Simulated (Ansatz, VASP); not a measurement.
**Sr: VASP beside Ansatz**

```
Sr
1.0
     0.00000    3.06250    3.06250
     3.06250    0.00000    3.06250
     3.06250    3.06250    0.00000
Sr
1
Direct
  0.00000 0.00000 0.00000
```

Change from the starting cell: volume scaled by 1.02, crystal datasets.

Alike in both runs: task electric field gradients; functional LDA; k mesh 10 × 10 × 10; occupations fermi-dirac, width 0.08 eV; no spin polarisation.

|  | VASP | Ansatz |
| --- | --- | --- |
| version | VASP 6.6.1 | Ansatz 0.2.0 |
| potentials or method | VASP PAW LDA potentials, release 64 (Sr_sv), cutoff 520 eV | all-electron PAW with datasets made for the crystal, scalar-relativistic |

```csv
,VASP,Ansatz,Ansatz less VASP
pressure (GPa),-1.7,-1.7,+0.01
```

LDA's correlation is that of Perdew and Zunger in VASP and of Perdew and Wang (1992) in Ansatz. Ansatz ran all-electron here, and VASP with PAW potentials.
